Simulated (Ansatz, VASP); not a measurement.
One calculation of MgO, two programs

```
Mg O
1.0
     3.31556    0.00000    0.00000
    -1.65778    2.87136    0.00000
     0.00000    0.00000    5.11988
Mg O
2 2
Direct
  0.33333 0.66667 0.00627
  0.66667 0.33333 0.50627
  0.33333 0.66667 0.39833
  0.66667 0.33333 0.89833
```

Alike in both runs: functional PBE; k mesh 9 × 9 × 6; occupations gaussian, width 0.02 eV; no spin polarisation.

Ansatz relaxed the structure, and its values are those at the end. VASP's run is a single point on that final structure, the one shown.

```csv
,VASP,Ansatz
version,VASP 6.6.1,Ansatz 0.2.0
potentials or method,"VASP PAW PBE potentials, release 64 (Mg, O), cutoff 600 eV","scalar-relativistic, plane waves, PAW"
valence electrons in the cell,16,32
```

```tsv
	VASP	Ansatz	Ansatz less VASP
gap on the k mesh at the Fermi level (eV)	3.39	3.41	+0.018
least direct gap on the mesh (eV)	3.39	3.41	+0.018
pressure (GPa)	-0.6	0.0	+0.62
```

The functional is the same, so the differences come from potentials, cutoffs and numerics. VASP's potentials hold 16 valence electrons a cell and Ansatz's 32, so a difference there can come from the potentials and not from the codes.
